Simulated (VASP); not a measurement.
Wanted: the native input for a VASP 6.6.1 run.

```yaml
Task: single point
Functional: PBE
Potentials_or_basis: VASP PAW PBE potentials, release 64 (Al, N)
Cutoff: 520 eV
k_mesh: 9 × 9 × 6
Occupations: gaussian, width 0.05 eV
Spin: no spin polarisation
Dipole_correction: no
Further_INCAR_settings: ALGO = Normal; EDIFF = 1e-07; NBANDS = 16
```

The structure of AlN lies in POSCAR:

```
AlN
1.0
    3.1657617778      0.0000000000      0.0000000000
   -1.5828808889      2.7416301219      0.0000000000
    0.0000000000      0.0000000000      4.2205936021
Al N
2 2
Direct
    0.3333333333      0.6666666667      0.7500000000
    0.6666666667      0.3333333333      0.2500000000
    0.3333333333      0.6666666667      0.2500000000
    0.6666666667      0.3333333333      0.7500000000
```

This cell differs from its parent crystal: volume 9.158 Å^3 an atom, c/a of the conventional cell 1.3332.

One way to write it, as run:

INCAR

```
ALGO = Normal ; EDIFF = 1E-7
ENCUT = 520 ; GGA = PE
ISIF = 2 ; ISMEAR = 0
LASPH = T ; LCHARG = F
LREAL = F ; LWAVE = F
NBANDS = 16 ; NELM = 100
PREC = Accurate ; SIGMA = 0.05
```

KPOINTS

```
k-points
0
Gamma
  9 9 6
```

Potentials or basis: VASP PAW PBE potentials, release 64 (Al, N).

Launch:

```bash
$ cat potpaw_PBE.64/Al/POTCAR potpaw_PBE.64/N/POTCAR > POTCAR
$ mpirun -np 1 vasp_std > vasp.out
```

It gave:

```yaml
Pressure: 23.2 GPa
Band_gap_on_the_k_mesh: 3.80 eV, direct
```

It took 20 s on 1 thread of Intel(R) Xeon(R) Platinum 8488C (Sapphire Rapids) (shared host), peak memory 0.15 GiB.
